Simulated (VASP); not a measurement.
A run of VASP 6.6.1 is set up as follows.

File INCAR:

```
PREC = Accurate
ENCUT = 520
EDIFF = 1E-6
ISMEAR = -1
SIGMA = 0.08
LREAL = F
LASPH = T
NELM = 80
ALGO = Normal
ISIF = 2
LWAVE = F
LCHARG = T
GGA = PE
LELF = T
LVHAR = T
NBANDS = 16
```

KPOINTS

```
regular mesh
0
Gamma
  16 16 16
```

The input POSCAR:

```
GaN
1.0
    0.0000000000      2.2092822015      2.2092822015
    2.2092822015      0.0000000000      2.2092822015
    2.2092822015      2.2092822015      0.0000000000
Ga N
1 1
Direct
    0.0000000000      0.0000000000      0.0000000000
    0.2500000000      0.2500000000      0.2500000000
```

Potentials or basis: VASP PAW PBE potentials, release 64 (Ga_d, N).

The run is started by

```console
$ cat potpaw_PBE.64/Ga_d/POTCAR potpaw_PBE.64/N/POTCAR > POTCAR
$ mpirun -np 1 vasp_std > vasp.out
```

(1) What does it give for the band gap on the k mesh?

(2) Estimate the pressure.

Results:

(1) 2.11 eV, direct.

(2) 18.1 GPa.
